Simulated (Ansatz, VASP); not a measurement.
# One calculation of Ti3Se, two programs

Contents of INCAR:

```
  PREC = Accurate
  ENCUT = 520
  EDIFF = 1E-6
  ISMEAR = -1
  SIGMA = 0.05
  LREAL = False
  LASPH = True
  NELM = 80
  ALGO = Normal
  ISIF = 2
  LWAVE = False
  LCHARG = False
  GGA = PE
  NBANDS = 29
```

File KPOINTS:

```
Automatic mesh
0
Gamma
  10 10 4
```

POSCAR

```
Ti3Se
1.0
    3.2601565315      0.0000000000      0.0000000000
   -1.6300782658      2.8233783766      0.0000000000
    0.0000000000      0.0000000000      8.0985246472
Se Ti
1 3
Direct
    0.0000000000      0.0000000000      0.0000000000
    0.6666666667      0.3333333333      0.5000000000
    0.3333333333      0.6666666667      0.7729020000
    0.3333333333      0.6666666667      0.2270980000
```

The input input.yaml:

```yaml
crystal:
  lattice:
    - [3.2601565315, 0.0, 0.0]
    - [-1.6300782658, 2.8233783766, 0.0]
    - [0.0, 0.0, 8.0985246472]
  atoms:
    - { symbol: Se, position: [0.0, 0.0, 0.0] }
    - { symbol: Ti, position: [0.6666666667, 0.3333333333, 0.5] }
    - { symbol: Ti, position: [0.3333333333, 0.6666666667, 0.772902] }
    - { symbol: Ti, position: [0.3333333333, 0.6666666667, 0.227098] }
hamiltonian:
  xc: pbe
  pseudopotentials: { kind: paw }
kpoints:
  mp_grid: { grid: [10, 10, 4] }
scf:
  occupations: { method: fermi_dirac, width: 0.05 }
output:
  forces: true
  stress: true
  eigenvalues: true
  write_density: true
  write_potential: true
  elf: true
  volumetric_format: npy
```

Alike in both runs: task single point; functional PBE; k mesh 10 × 10 × 4; occupations fermi-dirac, width 0.05 eV; no spin polarisation.

|  | VASP | Ansatz |
| --- | --- | --- |
| version | VASP 6.6.1 | Ansatz 0.2.0 |
| potentials or method | VASP PAW PBE potentials, release 64 (Se, Ti_sv) | Ansatz PAW |
| plane-wave cutoff (eV) | 520 | 420 |
| valence electrons in the cell | 42 | 52 |

```csv
,VASP,Ansatz,Ansatz less VASP
gap on the k mesh at the Fermi level (eV),none,none,-
pressure (GPa),-5.7,-5.7,-0.04
"traceless stress, the component that is largest in VASP (GPa)",-0.59,-0.58,+0.005
rms of the force components (eV/Å),0.045,0.051,+0.0061
```

Atom by atom the forces differ by 0.006 eV/Å (rms over components). A gap of «none» marks a metal or a gap that the smearing closes. With one functional, cell and mesh, what is left measures potentials, basis and numerics. VASP's potentials hold 42 valence electrons a cell and Ansatz's 52, so a difference there can come from the potentials and not from the codes.
